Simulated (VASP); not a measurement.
**Mg64O65 (a cell with a defect): single point with PBE**

Mg64O65 (a cell with a defect):

```
CELL_PARAMETERS angstrom
0.00000 8.50876 8.50876
8.50876 0.00000 8.50876
8.50876 8.50876 0.00000
ATOMIC_POSITIONS crystal
Mg 0.00112 0.99987 0.99921
Mg 0.00111 0.99987 0.24980
Mg 0.00067 0.99933 0.49940
Mg 0.00066 0.99933 0.75062
Mg 0.00101 0.24545 0.00177
Mg 0.00065 0.24952 0.24921
Mg 0.99990 0.25009 0.50000
Mg 0.00066 0.24951 0.75062
Mg 0.99968 0.49971 0.00084
Mg 0.00066 0.50070 0.24919
Mg 0.00066 0.50069 0.49942
Mg 0.99966 0.49974 0.74968
Mg 0.00105 0.75181 0.00174
Mg 0.00113 0.74927 0.24980
Mg 0.00107 0.75182 0.49539
Mg 0.99981 0.75109 0.74958
Mg 0.24969 0.00106 0.99963
Mg 0.24925 0.99991 0.24978
Mg 0.24927 0.00035 0.50019
Mg 0.24926 0.99990 0.75106
Mg 0.25177 0.24551 0.00173
Mg 0.24924 0.25030 0.25025
Mg 0.24925 0.25030 0.50021
Mg 0.25175 0.24550 0.75103
Mg 0.25177 0.50109 0.00173
Mg 0.24924 0.50116 0.24980
Mg 0.25180 0.50108 0.49537
Mg 0.25105 0.49985 0.74950
Mg 0.24968 0.74972 0.99963
Mg 0.24969 0.74972 0.25099
Mg 0.25182 0.75186 0.49535
Mg 0.25181 0.75185 0.75101
Mg 0.49986 0.99988 0.99920
Mg 0.49993 0.99996 0.24987
Mg 0.49992 0.99996 0.50025
Mg 0.49986 0.99989 0.75106
Mg 0.50029 0.25029 0.99921
Mg 0.49991 0.25032 0.24988
Mg 0.50029 0.25028 0.50021
Mg 0.49926 0.24952 0.75061
Mg 0.49984 0.50115 0.99921
Mg 0.49985 0.50115 0.24979
Mg 0.49929 0.50071 0.49939
Mg 0.49927 0.50070 0.75061
Mg 0.50104 0.74972 0.99963
Mg 0.49986 0.74929 0.24979
Mg 0.50031 0.74930 0.50020
Mg 0.49987 0.74928 0.75106
Mg 0.75025 0.00033 0.99922
Mg 0.75028 0.99995 0.24989
Mg 0.75025 0.00033 0.50021
Mg 0.74949 0.99929 0.75061
Mg 0.75023 0.25027 0.99922
Mg 0.75024 0.25027 0.25027
Mg 0.75004 0.25009 0.50001
Mg 0.75005 0.25008 0.74986
Mg 0.74542 0.50104 0.00177
Mg 0.74947 0.50069 0.24921
Mg 0.75004 0.49994 0.50001
Mg 0.74947 0.50069 0.75061
Mg 0.74547 0.75179 0.00174
Mg 0.75026 0.74928 0.25025
Mg 0.75027 0.74929 0.50020
Mg 0.74548 0.75179 0.75103
O 0.12438 0.11870 0.13253
O 0.12515 0.12567 0.37561
O 0.12514 0.12568 0.62356
O 0.12441 0.11868 0.87439
O 0.12534 0.37365 0.12741
O 0.12515 0.37363 0.37560
O 0.12532 0.37365 0.62361
O 0.14123 0.32612 0.89134
O 0.12441 0.62444 0.13250
O 0.12440 0.62442 0.36864
O 0.14140 0.64135 0.57599
O 0.14133 0.64138 0.89125
O 0.12475 0.87511 0.12508
O 0.12442 0.88258 0.36862
O 0.12533 0.87751 0.62359
O 0.12444 0.88258 0.87438
O 0.37573 0.12447 0.12570
O 0.37542 0.12489 0.37484
O 0.37573 0.12447 0.62411
O 0.38250 0.11873 0.87439
O 0.37574 0.37416 0.12570
O 0.37574 0.37416 0.37439
O 0.37747 0.37367 0.62358
O 0.37747 0.37368 0.87525
O 0.37510 0.62476 0.12507
O 0.38257 0.62445 0.36859
O 0.37748 0.62537 0.62358
O 0.38255 0.62445 0.87438
O 0.37510 0.87515 0.12504
O 0.37574 0.87578 0.37437
O 0.37574 0.87577 0.62409
O 0.37513 0.87513 0.87469
O 0.62487 0.12490 0.12539
O 0.62487 0.12489 0.37485
O 0.62563 0.12568 0.62358
O 0.62564 0.12567 0.87511
O 0.62443 0.37415 0.12572
O 0.62566 0.37362 0.37560
O 0.62553 0.37489 0.62478
O 0.62564 0.37362 0.87512
O 0.61867 0.62445 0.13250
O 0.62565 0.62518 0.37560
O 0.62564 0.62519 0.62357
O 0.61868 0.62441 0.87440
O 0.62443 0.87577 0.12569
O 0.62487 0.87545 0.37484
O 0.62443 0.87577 0.62411
O 0.61869 0.88256 0.87438
O 0.87413 0.12445 0.12571
O 0.87358 0.12567 0.37563
O 0.87483 0.12558 0.62480
O 0.87360 0.12568 0.87511
O 0.87361 0.37366 0.12743
O 0.87485 0.37489 0.37544
O 0.87484 0.37489 0.62480
O 0.87362 0.37363 0.87530
O 0.87363 0.62538 0.12740
O 0.87359 0.62518 0.37561
O 0.87363 0.62536 0.62361
O 0.82610 0.64126 0.89135
O 0.87415 0.87577 0.12570
O 0.87414 0.87576 0.37441
O 0.87364 0.87749 0.62361
O 0.87364 0.87751 0.87526
O 0.06256 0.56259 0.81238
```

```json
{"Program": "VASP 6.6.1", "Task": "single point", "Functional": "PBE", "Potentials or basis": "VASP PAW PBE potentials, release 64 (Mg, O)", "Cutoff": "520 eV", "k mesh": "1 × 1 × 1", "Occupations": "fermi-dirac, width 0.01 eV", "Spin": "no spin polarisation", "Dipole correction": "no", "Charge": "-2", "Further INCAR settings": "LREAL = Auto; ALGO = Normal; EDIFF = 1e-06; NBANDS = 329; NELECT = 520.0"}
```

```
Largest force : 0.023 eV/Å
```

Forces in eV/Å, atoms in the order of the input:
```
Mg  -0.006  0.001  0.006
Mg   0.001  0.006  0.005
Mg  -0.002 -0.002  0.001
Mg   0.004  0.001  0.002
Mg  -0.004  0.004  0.009
Mg  -0.001  0.003 -0.004
Mg  -0.002  0.002  0.002
Mg  -0.002  0.001 -0.005
Mg  -0.006 -0.006  0.008
Mg   0.002  0.003  0.000
Mg  -0.002 -0.002  0.002
Mg   0.008  0.010  0.007
Mg  -0.012  0.004  0.004
Mg  -0.005  0.005  0.000
Mg  -0.003  0.011  0.002
Mg  -0.011  0.011 -0.017
Mg   0.005 -0.005  0.002
Mg  -0.001 -0.007 -0.007
Mg   0.005 -0.005 -0.006
Mg   0.007  0.002 -0.007
Mg  -0.005 -0.011 -0.005
Mg   0.004 -0.003 -0.005
Mg   0.003 -0.003 -0.006
Mg   0.009  0.004 -0.005
Mg   0.004 -0.011  0.003
Mg   0.004 -0.006 -0.001
Mg   0.010 -0.003  0.002
Mg   0.012 -0.009 -0.016
Mg  -0.003 -0.002 -0.005
Mg   0.003  0.003 -0.005
Mg  -0.004 -0.004 -0.013
Mg   0.004  0.005 -0.012
Mg  -0.007 -0.008 -0.002
Mg   0.001  0.001  0.001
Mg  -0.002 -0.002  0.002
Mg   0.006  0.006 -0.003
Mg  -0.004 -0.004  0.003
Mg  -0.001  0.002 -0.001
Mg   0.004  0.005  0.003
Mg  -0.002  0.004 -0.002
Mg   0.001 -0.006  0.006
Mg   0.005  0.001  0.006
Mg  -0.003 -0.002  0.002
Mg   0.001  0.004  0.002
Mg  -0.004  0.005  0.002
Mg  -0.008 -0.001 -0.005
Mg  -0.005  0.005 -0.004
Mg   0.002  0.007 -0.007
Mg  -0.005 -0.004  0.003
Mg   0.001 -0.001 -0.001
Mg   0.005  0.005  0.003
Mg   0.005 -0.002 -0.002
Mg  -0.003 -0.003  0.004
Mg   0.005  0.005  0.004
Mg  -0.003 -0.003 -0.002
Mg   0.002  0.001  0.000
Mg   0.005 -0.004  0.011
Mg   0.002 -0.001 -0.002
Mg   0.002 -0.002  0.003
Mg   0.002 -0.002 -0.005
Mg  -0.011 -0.006 -0.004
Mg  -0.003  0.004 -0.004
Mg  -0.003  0.004 -0.006
Mg   0.005  0.009 -0.004
O   -0.006  0.004 -0.001
O    0.000  0.002  0.009
O   -0.004  0.000  0.006
O   -0.006  0.004 -0.001
O    0.000  0.001  0.002
O   -0.007  0.003  0.001
O   -0.002  0.002  0.002
O    0.004 -0.001  0.002
O    0.003  0.004  0.007
O   -0.003 -0.003  0.005
O    0.000 -0.003  0.003
O    0.001  0.000 -0.002
O    0.004  0.001 -0.003
O   -0.002 -0.003  0.006
O    0.000  0.002  0.006
O    0.003  0.003  0.007
O    0.002 -0.003 -0.001
O    0.000 -0.004  0.001
O    0.001  0.003 -0.003
O   -0.009  0.005 -0.002
O    0.002 -0.005 -0.002
O    0.000 -0.004  0.004
O   -0.002  0.000 -0.002
O    0.000  0.004  0.001
O    0.002  0.003 -0.002
O   -0.002 -0.002  0.004
O    0.002 -0.001  0.005
O    0.003  0.002  0.006
O    0.005  0.006 -0.001
O   -0.002 -0.001  0.002
O    0.004  0.003  0.000
O   -0.004 -0.005  0.004
O    0.000  0.000  0.001
O    0.000 -0.001  0.004
O   -0.005 -0.005  0.002
O    0.004  0.004  0.003
O    0.003  0.001  0.003
O   -0.006 -0.001 -0.003
O   -0.001  0.005  0.000
O   -0.002  0.003 -0.002
O    0.004 -0.006 -0.003
O    0.003  0.000  0.008
O    0.000 -0.005  0.006
O    0.005 -0.008 -0.002
O   -0.003  0.003 -0.002
O   -0.004  0.000  0.001
O    0.002  0.001 -0.002
O    0.003 -0.007 -0.003
O    0.002  0.003  0.003
O   -0.001 -0.007 -0.002
O    0.004  0.000  0.001
O    0.002 -0.002 -0.003
O   -0.001 -0.001 -0.003
O    0.002  0.002 -0.003
O   -0.003 -0.001 -0.006
O   -0.001 -0.002 -0.004
O    0.002 -0.001  0.000
O    0.002 -0.008  0.001
O    0.002 -0.002  0.001
O   -0.001  0.003  0.001
O   -0.004  0.002 -0.003
O   -0.004 -0.001  0.004
O   -0.001 -0.003 -0.002
O    0.004  0.000  0.000
O    0.001  0.000  0.003
```

Levels at points of the mesh, in eV from the Fermi level:
```
           k point  band 256  band 257  band 258  band 259  band 260  band 261  band 262  band 263  band 264  band 265
(0.00, 0.00, 0.00)     -2.26     -2.04     -0.25     -0.25     -0.25      1.83      4.12      4.12      4.12      4.17
```

Run time: 120 s on 1 × NVIDIA H100 80GB with 1 thread of Intel(R) Xeon(R) Platinum 8481C CPU @ 2.70GHz (Sapphire Rapids), on a shared host, peak memory 1.9 GiB.

Caveat: the k points lie up to 0.64 Å⁻¹ apart; the cell carries a net charge on a neutralising background, which shifts energy and pressure; the cell is charged against a uniform background, so pressure and absolute levels hang on convention.
